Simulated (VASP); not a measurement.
A run of VASP 6.6.1:

Contents of INCAR:

```
PREC     = Accurate       # precision mode
ENCUT    = 520            # plane-wave cutoff, eV
EDIFF    = 1E-8           # SCF threshold, eV
ISMEAR   = -1             # smearing method
SIGMA    = 0.05           # smearing width, eV
LREAL    = F              # projectors in reciprocal space
LASPH    = T              # aspherical terms in the spheres
NELM     = 80             # most SCF steps
ALGO     = Normal         # electronic algorithm
ISIF     = 2              # what is computed and relaxed
LWAVE    = F              # write WAVECAR
LCHARG   = F              # write CHGCAR
GGA      = PE             # functional
LEFG     = T            
NBANDS   = 16             # bands
```

Contents of KPOINTS:

```
Automatic mesh
0
Gamma
  13 13 13
```

File POSCAR:

```
GaN
1.0
   -0.0213412177      2.1341217709      2.1341217709
    2.1341217709     -0.0213412177      2.1341217709
    2.1127805532      2.1127805532      0.0000000000
Ga N
1 1
Direct
    0.0000000000      0.0000000000      0.0000000000
    0.5000000000      0.5000000000      0.5000000000
```

Potentials or basis: VASP PAW PBE potentials, release 64 (Ga_d, N).

Launch:

```bash
$ cat potpaw_PBE.64/Ga_d/POTCAR potpaw_PBE.64/N/POTCAR > POTCAR
$ mpirun -np 1 vasp_std > vasp.out
```

Hardware: 1 thread of Intel(R) Xeon(R) 6975P-C (Granite Rapids), on a shared host.

**Question.** Estimate the wall time of this run.

**Answer.** Wall time 38 s on 1 thread of Intel(R) Xeon(R) 6975P-C (Granite Rapids), with other jobs on the host, peak memory 0.22 GiB. Counts: scf iterations 16, k points 343.
